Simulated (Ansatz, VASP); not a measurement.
# One calculation of InCuO, two programs

```xyz
6
Lattice="6.1890 0.0000 0.0000 0.0000 3.6132 0.0000 0.0000 0.0000 4.7997" Properties=species:S:1:pos:R:3 pbc="T T T"
In    1.5473    0.0000    0.0374
In    4.6418    0.0000    4.7623
Cu    3.0945    1.8066    2.3999
Cu    0.0000    1.8066    2.3999
O     1.5473    1.8066    3.4129
O     4.6418    1.8066    1.3868
```

Change from the starting cell: the structure that the rattled cell fell into.

Alike in both runs: functional PBE; k mesh 6 × 10 × 8; occupations gaussian, width 0.1 eV; no spin polarisation.

Ansatz relaxed the structure, and its values are those at the end. VASP's run is a single point on that final structure, the one shown.

```csv
,VASP,Ansatz
version,VASP 6.6.1,Ansatz 0.2.0
potentials or method,"VASP PAW PBE potentials, release 64 (In_d, Cu, O), cutoff 520 eV","scalar-relativistic, plane waves, PAW"
valence electrons in the cell,60,76
```

|  | VASP | Ansatz | Ansatz less VASP |
| --- | --- | --- | --- |
| gap on the k mesh at the Fermi level (eV) | none | none | - |
| pressure (GPa) | 0.3 | 0.0 | -0.29 |
| rms of the force components (eV/Å) | 0.031 | 0.000 | -0.0305 |

A gap of «none» marks a metal or a gap that the smearing closes. The functional is the same, so the differences come from potentials, cutoffs and numerics. VASP's potentials hold 60 valence electrons a cell and Ansatz's 76, so a difference there can come from the potentials and not from the codes.
